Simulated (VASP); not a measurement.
Wanted: the native input for a VASP 6.6.1 run.

| Property | Result |
| --- | --- |
| Task | single point |
| Functional | LDA |
| Potentials or basis | VASP PAW LDA potentials, release 64 (Si) |
| Cutoff | 520 eV |
| k mesh | 12 × 12 × 6 |
| Occupations | gaussian, width 0.03 eV |
| Spin | no spin polarisation |
| Dipole correction | no |
| Further INCAR settings | ALGO = Normal; EDIFF = 1e-06; NBANDS = 16 |

The structure of Si lies in POSCAR:

```
Si
1.0
    3.9671651941      0.0000000000      0.0000000000
   -1.9835825971      3.4356658391      0.0000000000
    0.0000000000      0.0000000000      5.7750023730
Si
4
Direct
    0.3333333333      0.6666666667      0.0487246481
    0.6666666667      0.3333333333      0.5487246481
    0.3333333333      0.6666666667      0.4512753519
    0.6666666667      0.3333333333      0.9512753519
```

This isn't the form of Si at room conditions, which is diamond.

This cell differs from its parent crystal: atoms shifted along a free coordinate, c/a of the conventional cell at fixed volume 1.4557.

The input as run:

INCAR

```
SYSTEM = Si
PREC     = Accurate       ! precision mode
ENCUT    = 520            ! plane-wave cutoff, eV
EDIFF    = 1E-6           ! SCF threshold, eV
ISMEAR   = 0              ! smearing method
SIGMA    = 0.03           ! smearing width, eV
LREAL    = .FALSE.        ! projectors in reciprocal space
LASPH    = .TRUE.         ! aspherical terms in the spheres
NELM     = 60             ! most SCF steps
ALGO     = Normal         ! electronic algorithm
ISIF     = 2              ! what is computed and relaxed
LWAVE    = .FALSE.        ! write WAVECAR
LCHARG   = .TRUE.         ! write CHGCAR
LELF     = .TRUE.         ! ELF
LVHAR    = .TRUE.       
NBANDS   = 16             ! bands
```

KPOINTS

```
Automatic mesh
0
G
  12 12 6
  0 0 0
```

Potentials or basis: VASP PAW LDA potentials, release 64 (Si).

The run is started by

```bash
$ cat potpaw_LDA.64/Si/POTCAR > POTCAR
$ mpirun -np 1 vasp_std > vasp.out
```

It gave:

```
Pressure               : -0.3 GPa
Largest force          : 0.429 eV/Å
Band gap on the k mesh : zero (bands 8 and 9 overlap by 0.44 eV)
```

Caveat: semilocal functionals underestimate gaps, so a narrow gap can read as zero.

Wall time 120 s on 1 thread of Intel(R) Xeon(R) Platinum 8488C (Sapphire Rapids), on a shared host, peak memory 0.2 GiB.
